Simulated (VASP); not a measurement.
# LiF (Fm-3m) in VASP: further runs

The runs below take LiF through single point, with PBEsol.

Program: VASP 6.6.1. These are calculated values, not measurements. Logs are shortened: lines on timing, memory, paths and dates and some standing lists are left out, and cuts for length are marked.

### 1 The cell of the first run

It takes space group Fm-3m (No. 225, cubic). Conventional cell: a = 3.990 Å, b = 3.990 Å, c = 3.990 Å, α = 90.00°, β = 90.00°, γ = 90.00°. Within 2.6 Å of Li (site symmetry m-3m) lie 6 F at 1.99 Å. F (site symmetry m-3m) has 6 Li at 1.99 Å within 2.6 Å.

### 2 Single point, PBEsol

INCAR reads:

```
SYSTEM = LiF
ALGO = Normal ; EDIFF = 1E-6
ENCUT = 520 ; GGA = PS
ISIF = 2 ; ISMEAR = 0
LASPH = .True. ; LCHARG = .False.
LREAL = .False. ; LWAVE = .False.
NBANDS = 12 ; NELM = 100
PREC = Accurate ; SIGMA = 0.01
```

KPOINTS reads:

```
k-points
0
Gamma
  8 8 8
  0 0 0
```

POSCAR reads:

```
LiF
1.0
    0.0000000000      1.9948717434      1.9948717434
    1.9948717434      0.0000000000      1.9948717434
    1.9948717434      1.9948717434      0.0000000000
Li F
1 1
Direct
    0.0000000000      0.0000000000      0.0000000000
    0.5000000000      0.5000000000      0.5000000000
```

Potentials or basis: VASP PAW PBE potentials, release 64 (Li_sv, F).

Started as:

```sh
cat potpaw_PBE.64/Li_sv/POTCAR potpaw_PBE.64/F/POTCAR > POTCAR
mpirun -np 1 vasp_std > vasp.out
```

OUTCAR:

```text
SYSTEM = LiF
   EDIFF = 1E-6
   ENCUT = 520
   GGA = PS
   ISIF = 2
   ISMEAR = 0
   LASPH = .True.
   LREAL = .False.
   NELM = 100
   PREC = Accurate

 ion  position               nearest neighbor table
   1  0.000  0.000  0.000-   2 1.99   2 1.99   2 1.99   2 1.99   2 1.99   2 1.99
   2  0.500  0.500  0.500-   1 1.99   1 1.99   1 1.99   1 1.99   1 1.99   1 1.99

  LATTYP: Found a face centered cubic cell.
 ALAT       =     3.9897434868

  Lattice vectors:

 A1 = (   0.0000000000,   1.9948717434,   1.9948717434)
 A2 = (   1.9948717434,   0.0000000000,   1.9948717434)
 A3 = (   1.9948717434,   1.9948717434,   0.0000000000)

Analysis of symmetry for initial positions (statically):
=====================================================================
 Subroutine PRICEL returns:
 Original cell was already a primitive cell.

 Routine SETGRP: Setting up the symmetry group for a
 face centered cubic supercell.

 Subroutine GETGRP returns: Found 48 space group operations
 (whereof 48 operations were pure point group operations)
 out of a pool of 48 trial point group operations.

The static configuration has the point symmetry O_h .

Analysis of symmetry for dynamics (positions and initial velocities):
=====================================================================
 Subroutine PRICEL returns:
 Original cell was already a primitive cell.

 Routine SETGRP: Setting up the symmetry group for a
 face centered cubic supercell.

 Subroutine GETGRP returns: Found 48 space group operations
 (whereof 48 operations were pure point group operations)
 out of a pool of 48 trial point group operations.

The dynamic configuration has the point symmetry O_h .

 Subroutine INISYM returns: Found 48 space group operations
 (whereof 48 operations are pure point group operations),
 and found     1 'primitive' translations

----------------------------------------------------------------------------------------

                                     Primitive cell

  volume of cell :      15.8772

  direct lattice vectors                    reciprocal lattice vectors
     0.000000000  1.994871743  1.994871743    -0.250642680  0.250642680  0.250642680
     1.994871743  0.000000000  1.994871743     0.250642680 -0.250642680  0.250642680
     1.994871743  1.994871743  0.000000000     0.250642680  0.250642680 -0.250642680

  length of vectors
     2.821174675  2.821174675  2.821174675     0.434125856  0.434125856  0.434125856

  position of ions in fractional coordinates (direct lattice)
     0.000000000  0.000000000  0.000000000
     0.500000000  0.500000000  0.500000000

  ion indices of the primitive-cell ions
   primitive index   ion index
                 1           1
                 2           2

----------------------------------------------------------------------------------------

 KPOINTS: k-points

Automatic generation of k-mesh.
 Grid dimensions read from file:
 generate k-points for:    8    8    8

 Generating k-lattice:

  Cartesian coordinates                     Fractional coordinates (reciprocal lattice)
    -0.031330335  0.031330335  0.031330335     0.125000000  0.000000000  0.000000000
     0.031330335 -0.031330335  0.031330335     0.000000000  0.125000000  0.000000000
     0.031330335  0.031330335 -0.031330335     0.000000000  0.000000000  0.125000000

  Length of vectors
     0.054265732  0.054265732  0.054265732

  Shift w.r.t. Gamma in fractional coordinates (k-lattice)
     0.000000000  0.000000000  0.000000000

 Subroutine IBZKPT returns following result:
 ===========================================

 Found     29 irreducible k-points:

 Following reciprocal coordinates:
            Coordinates               Weight
  0.000000  0.000000  0.000000      1.000000
  0.125000  0.000000  0.000000      8.000000
  0.250000  0.000000  0.000000      8.000000
  0.375000  0.000000  0.000000      8.000000
  0.500000  0.000000  0.000000      4.000000
  0.125000  0.125000  0.000000      6.000000
[... 16 lines left out ...]
  0.500000  0.250000  0.125000     48.000000
 -0.375000  0.250000  0.125000     24.000000
 [... further k-points ...]
   k-points           NKPTS =     29   k-points in BZ     NKDIM =     29   number of bands    NBANDS=     12
   number of dos      NEDOS =    301   number of ions     NIONS =      2
   total plane-waves  NPLWV =  13824
   dimension x,y,z NGX =    24 NGY =   24 NGZ =   24
   dimension x,y,z NGXF=    48 NGYF=   48 NGZF=   48
   ions per type =               1   1
   NGX,Y,Z   is equivalent  to a cutoff of  14.14, 14.14, 14.14 a.u.
   NGXF,Y,Z  is equivalent  to a cutoff of  28.29, 28.29, 28.29 a.u.
 SYSTEM =  LiF
   PREC   = accura    normal or accurate (medium, high low for compatibility)
   ISTART =      0    job   : 0-new  1-cont  2-samecut
   ICHARG =      2    charge: 1-file 2-atom 10-const
   ISPIN  =      1    spin polarized calculation?
   LNONCOLLINEAR =      F non collinear calculations
   LSORBIT =      F    spin-orbit coupling
   LASPH  =      T    aspherical Exc in radial PAW
   ENCUT  =  520.0 eV  38.22 Ry    6.18 a.u.   5.25  5.25  5.25*2*pi/ulx,y,z
   NELM   =    100;   NELMIN=  2; NELMDL= -5     # of ELM steps
   EDIFF  = 0.1E-05   stopping-criterion for ELM
   LREAL  =      F    real-space projection
   EDIFFG = 0.1E-04   stopping-criterion for IOM
   NSW    =      0    number of steps for IOM
   IBRION =     -1    ionic relax: 0-MD 1-quasi-New 2-CG
   NFREE  =      0    steps in history (QN), initial steepest desc. (CG)
   ISIF   =      2    stress and relaxation
   ISYM   =      2    0-nonsym 1-usesym 2-fastsym
   POTIM  = 0.5000    time-step for ionic-motion
   TEBEG  =    0.0;   TEEND  =   0.0 temperature during run
   PSTRESS=    0.0 pullay stress
   NELECT =      10.0000    total number of electrons
   NUPDOWN=      -1.0000    fix difference up-down
   EMIN   =  10.00;   EMAX   =-10.00  energy-range for DOS
   EFERMI =   0.00;   METHOD = LEGACY
   ISMEAR =     0;   SIGMA  =   0.01  broadening in eV -4-tet -1-fermi 0-gaus
   EFERMI_NEDOS =   21; number of points for ismear=-14 and -15
   IALGO  =     38    algorithm
   IMIX   =      4    mixing-type and parameters
     AMIX     =   0.40;   BMIX     =  1.00
     AMIX_MAG =   1.60;   BMIX_MAG =  1.00
  volume/ion in A,a.u.               =       7.94        53.57
  Fermi-wavevector in a.u.,A,eV,Ry     =   1.403298  2.651848 26.793202  1.969245
  Thomas-Fermi vector in A             =   2.525974
   LORBIT       =      0    0 simple, 1 ext, 2 COOP (PROOUT), +10 PAW based schemes
   GGA     = PS    functional components
   LHFCALC =     F    Hartree Fock is set to
   AEXX    =    0.0000 exact exchange contribution
   IVDW    =     0    specifies the selected vdW correction
   LEPSILON=     F    determine dielectric tensor
   LRPA    =     F    only Hartree local field effects (RPA)
 non-spin polarized calculation
 Gauss-broadening in eV      SIGMA  =   0.01
  energy-cutoff  :      520.00
  volume of cell :       15.88
 maximum number of plane-waves:       444
 NGX is ok and might be reduce to    24
   NGX = 11   NGY = 11   NGZ = 11

 number of electron      10.0000000 magnetization

 number of electron       9.9999997 magnetization

 Free energy of the ion-electron system (eV)
  ---------------------------------------------------
  ext. energy  EPLUGINS =         0.00000000
  ---------------------------------------------------
  free energy    TOTEN  =        -9.85105835 eV

  energy without entropy =       -9.85105835  energy(sigma->0) =       -9.85105835

 E-fermi :  -0.7191     XC(G=0): -10.3469

 val. band max:       -0.9328128326   @ k =   0.0000   0.0000   0.0000
 cond. band min:       8.2442786683   @ k =   0.0000   0.0000   0.0000
 fundamental gap:      9.1770915009
 Fermi energy:        -0.7191035561

 k-point     1 :       0.0000    0.0000    0.0000
  band No.  band energies     occupation
      1     -41.0810      2.00000
      2     -20.8763      2.00000
      3      -0.9328      2.00000
      4      -0.9328      2.00000
      5      -0.9328      2.00000
      6       8.2443      0.00000
      7      23.2625      0.00000
      8      23.2625      0.00000
      9      23.2625      0.00000
     10      23.4563      0.00000
     11      23.4563      0.00000
     12      23.4563      0.00000

 k-point     2 :       0.1250    0.0000    0.0000
  band No.  band energies     occupation
      1     -41.0705      2.00000
      2     -20.8134      2.00000
      3      -1.3898      2.00000
      4      -0.9702      2.00000
      5      -0.9702      2.00000
      6       8.6802      0.00000
      7      19.7021      0.00000
      8      21.5444      0.00000
      9      21.5445      0.00000
     10      24.8448      0.00000
     11      24.8697      0.00000
     12      24.8697      0.00000

 k-point     3 :       0.2500    0.0000    0.0000
  band No.  band energies     occupation
      1     -41.0450      2.00000
      2     -20.6549      2.00000
      3      -2.3708      2.00000
      4      -1.0576      2.00000
      5      -1.0576      2.00000
      6       9.4694      0.00000
      7      17.0523      0.00000
      8      19.7237      0.00000
      9      19.7237      0.00000
     10      26.2881      0.00000
     11      26.7513      0.00000
     12      26.7513      0.00000
[... 286 lines left out ...]
 k-point    23 :       0.5000    0.2500    0.1250
  band No.  band energies     occupation
      1     -41.0072      2.00000
      2     -20.3521      2.00000
      3      -3.1672      2.00000
      4      -2.1166      2.00000
      5      -1.3701      2.00000
      6      11.3948      0.00000
      7      15.0476      0.00000
      8      18.2679      0.00000
      9      18.7445      0.00000
     10      24.9338      0.00000
     11      29.6762      0.00000
     12      32.3688      0.00000

 k-point    24 :      -0.3750    0.2500    0.1250
  band No.  band energies     occupation
      1     -40.9991      2.00000
      2     -20.2851      2.00000
      3      -3.3899      2.00000
      4      -2.2395      2.00000
      5      -1.4416      2.00000
      6      11.5768      0.00000
      7      14.8649      0.00000
      8      18.1283      0.00000
      9      18.4387      0.00000
     10      26.8847      0.00000
     11      28.0083      0.00000
     12      33.6515      0.00000

 [... further k-points ...]
[... 5 lines left out ...]
  --------------------------------------------------------------------------------------
  -------------------------------------------------------------------------------------
  Total        0.0789676      0.0789676      0.0789676      0.0000000      0.0000000      0.0000000
  in kB        7.9686476      7.9686476      7.9686476      0.0000000      0.0000000      0.0000000
  external PRESSURE =       7.9686476 kB  Pullay stress =       0.0000000 kB

 VOLUME and BASIS-vectors are now :
 -----------------------------------------------------------------------------
  energy-cutoff  :      520.00
  volume of cell :       15.88
      direct lattice vectors                 reciprocal lattice vectors
     0.000000000  1.994871743  1.994871743    -0.250642680  0.250642680  0.250642680
     1.994871743  0.000000000  1.994871743     0.250642680 -0.250642680  0.250642680
     1.994871743  1.994871743  0.000000000     0.250642680  0.250642680 -0.250642680

 POSITION                                       TOTAL-FORCE (eV/Angst)
 -----------------------------------------------------------------------------------
      0.00000      0.00000      0.00000         0.000000     -0.000000      0.000000
      1.99487      1.99487      1.99487        -0.000000      0.000000      0.000000
 -----------------------------------------------------------------------------------
    total drift:                               -0.000000     -0.000000      0.000000

  FREE ENERGIE OF THE ION-ELECTRON SYSTEM (eV)
  ---------------------------------------------------
  free  energy   TOTEN  =        -9.8510583476 eV

  energy  without entropy=       -9.8510583476  energy(sigma->0) =       -9.85105835
```

It took 7.3 s on 1 thread of Intel Xeon 8259CL, shared host; peak memory 0.13 GiB.

Results:

| Item | Value |
| --- | --- |
| Free energy | -9.8511 eV |
| Band gap on the k mesh | 9.18 eV, direct |

Levels at points of the mesh, in eV from the valence-band top:
```tsv
k point	band 3	band 4	band 5	band 6	band 7	band 8
(0.00, 0.00, 0.00)	0.00	0.00	0.00	9.18	24.20	24.20
(0.50, 0.00, 0.00)	-2.65	-0.24	-0.24	10.72	16.89	18.96
(0.50, 0.50, 0.00)	-3.19	-1.06	-1.06	14.90	16.32	17.68
```

Caveat: the cutoff is under 1.25 times the usual one of these potentials, so pressure, stress and relaxed cells hold a basis-set (Pulay) error; the PAW data sets were made with another functional, which shifts forces and pressure a little. A k mesh can miss the band edges.

### 3 Single point, PBEsol

INCAR reads:

```
PREC = Accurate
ENCUT = 520
EDIFF = 1E-7
ISMEAR = 0
SIGMA = 0.01
LREAL = False
LASPH = True
NELM = 60
ALGO = Normal
ISIF = 2
LWAVE = False
LCHARG = False
GGA = PS
NBANDS = 12
```

KPOINTS reads:

```
regular mesh
0
Gamma
  8 8 8
```

POSCAR is that of step 2.

Potentials or basis: VASP PAW PBE potentials, release 64 (Li_sv, F).

Started as:

```sh
cat potpaw_PBE.64/Li_sv/POTCAR potpaw_PBE.64/F/POTCAR > POTCAR
mpirun -np 1 vasp_std > vasp.out
```

Wall time 7.5 s (1 thread of Intel Xeon 8259CL, shared host); peak memory 0.13 GiB.

Results (log left out):

- Free energy: -9.8511 eV
- Band gap on the k mesh: 9.18 eV, direct

Levels at points of the mesh, in eV from the valence-band top:
```csv
k point,band 3,band 4,band 5,band 6,band 7,band 8
"(0.00, 0.00, 0.00)",0.00,0.00,0.00,9.18,24.19,24.19
"(0.50, 0.00, 0.00)",-2.65,-0.24,-0.24,10.72,16.89,18.96
"(0.50, 0.50, 0.00)",-3.19,-1.06,-1.06,14.90,16.32,17.68
```

Caveat: the cutoff is under 1.25 times the usual one of these potentials, so pressure, stress and relaxed cells hold a basis-set (Pulay) error; the PAW data sets were made with another functional, which shifts forces and pressure a little. A k mesh can miss the band edges.

### 4 Single point, PBEsol

INCAR reads:

```
SYSTEM = LiF
  PREC = Accurate
  ENCUT = 520
  EDIFF = 1E-6
  ISMEAR = 1
  SIGMA = 0.5
  LREAL = .False.
  LASPH = .True.
  NELM = 60
  ALGO = Normal
  ISIF = 2
  LWAVE = .False.
  LCHARG = .False.
  GGA = PS
  NBANDS = 12
```

KPOINTS reads:

```
Automatic mesh
0
Gamma
  8 8 8
  0 0 0
```

POSCAR is that of step 3.

Started as:

```sh
cat potpaw_PBE.64/Li_sv/POTCAR potpaw_PBE.64/F/POTCAR > POTCAR
mpirun -np 1 vasp_std > vasp.out
```

Run time: 6.7 s. Hardware: 1 thread of Intel Xeon 8259CL, shared host; peak memory 0.13 GiB.

It converged, with:

```yaml
Free_energy: -9.8315 eV
Band_gap_on_the_k_mesh: 9.18 eV, direct
```

Levels at points of the mesh, in eV from the valence-band top:
```
           k point  band 3  band 4  band 5  band 6  band 7  band 8
(0.00, 0.00, 0.00)    0.00    0.00    0.00    9.18   24.20   24.20
(0.50, 0.00, 0.00)   -2.65   -0.24   -0.24   10.73   16.90   18.97
(0.50, 0.50, 0.00)   -3.19   -1.06   -1.06   14.90   16.33   17.69
```

Caveat: the cutoff is under 1.25 times the usual one of these potentials, so pressure, stress and relaxed cells hold a basis-set (Pulay) error; the PAW data sets were made with another functional, which shifts forces and pressure a little. A k mesh can miss the band edges.
